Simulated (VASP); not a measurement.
Wanted: the native input for a VASP 6.6.1 run.

- Task: relaxation of cell and atoms
- Functional: LDA
- Potentials or basis: VASP PAW LDA potentials, release 64 (Ga_d, N)
- Cutoff: 600 eV
- k mesh: 10 × 10 × 10
- Occupations: gaussian, width 0.01 eV
- Spin: no spin polarisation
- Target pressure: 40 GPa
- Dipole correction: no
- Further INCAR settings: ALGO = Normal; EDIFF = 1e-06; IBRION = 2; EDIFFG = -0.001; NSW = 80; ISIF = 3

The structure of GaN lies in POSCAR:

```
GaN
1.0
    0.0000000000      2.2277008333      2.2277008333
    2.2277008333      0.0000000000      2.2277008333
    2.2277008333      2.2277008333      0.0000000000
Ga N
1 1
Direct
    0.0000000000      0.0000000000      0.0000000000
    0.7500000000      0.7500000000      0.7500000000
```

One way to write it, as run:

INCAR

```
SYSTEM = GaN
ALGO     = Normal         ! electronic algorithm
EDIFF    = 1E-6           ! SCF threshold, eV
EDIFFG   = -0.001         ! ionic threshold
ENCUT    = 600            ! plane-wave cutoff, eV
IBRION   = 2              ! ionic algorithm
ISIF     = 3              ! what is computed and relaxed
ISMEAR   = 0              ! smearing method
LASPH    = .TRUE.         ! aspherical terms in the spheres
LCHARG   = .FALSE.        ! write CHGCAR
LREAL    = .FALSE.        ! projectors in reciprocal space
LWAVE    = .FALSE.        ! write WAVECAR
NELM     = 60             ! most SCF steps
NSW      = 80             ! ionic steps
PREC     = Accurate       ! precision mode
PSTRESS  = 400.0        
SIGMA    = 0.01           ! smearing width, eV
```

KPOINTS

```
k-points
0
G
  10 10 10
  0 0 0
```

Potentials or basis: VASP PAW LDA potentials, release 64 (Ga_d, N).

Command:

```bash
$ cat potpaw_LDA.64/Ga_d/POTCAR potpaw_LDA.64/N/POTCAR > POTCAR
$ mpirun -np 1 vasp_std > vasp.out
```

Results of the run:

* Relaxed volume: 9.61 Å³/atom
* Relaxed cell: a = 3.007 Å, b = 3.007 Å, c = 3.007 Å, α = 60.00°, β = 60.00°, γ = 60.00°
* Space group after relaxing (to 0.05 Å): F-43m (No. 216)
* Energy change on relaxing (the enthalpy is what falls): +164.5 meV/atom
* Ionic steps: 12
* Pressure after relaxing: 40.0 GPa
* Band gap on the k mesh: 2.87 eV, direct

Caveat: the cell is relaxed towards a set pressure, so the enthalpy falls and the energy may rise.

It took 4.5 min on 1 thread of AMD EPYC 7R13, with other jobs on the host, peak memory 0.13 GiB.
